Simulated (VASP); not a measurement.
Write the native input for VASP 6.6.1 that does the following.

| Property | Result |
| --- | --- |
| Task | single point |
| Functional | PBE |
| Potentials or basis | VASP PAW PBE potentials, release 64 (Mg) |
| Cutoff | 520 eV |
| k mesh | 6 × 6 × 6 |
| Occupations | gaussian, width 0.1 eV |
| Spin | no spin polarisation |
| Dipole correction | no |
| Further INCAR settings | ALGO = Normal; EDIFF = 1e-07; NBANDS = 9 |

The structure of Mg lies in POSCAR:

```
Mg
1.0
    1.5592721321      0.9002461852      5.7615877635
   -1.5592721321      0.9002461852      5.7615877635
    0.0000000000     -1.8004923705      5.7615877635
Mg
2
Direct
    0.0882571734      0.0882571734      0.0882571734
    0.9117428266      0.9117428266      0.9117428266
```

These files were run (other wordings do the same):

INCAR

```
SYSTEM = Mg
ALGO = Normal ; EDIFF = 1E-7
ENCUT = 520 ; GGA = PE
ISIF = 2 ; ISMEAR = 0
LASPH = .TRUE. ; LCHARG = .FALSE.
LREAL = .FALSE. ; LWAVE = .FALSE.
NBANDS = 9 ; NELM = 80
PREC = Accurate ; SIGMA = 0.1
```

KPOINTS

```
k-points
0
G
  6 6 6
  0 0 0
```

Potentials or basis: VASP PAW PBE potentials, release 64 (Mg).

Command:

```sh
$ cat potpaw_PBE.64/Mg/POTCAR > POTCAR
$ mpirun -np 1 vasp_std > vasp.out
```

It gave:

- Pressure: -0.1 GPa
- Band gap on the k mesh: zero (band 2 reaches 2.96 eV, above the bottom of band 3 at 0.22 eV)

Caveat: the k points lie up to 0.39 Å⁻¹ apart.

It used 140 s of CPU time on 1 thread of AMD EPYC 7R13 Processor (Zen 3), on a shared host.
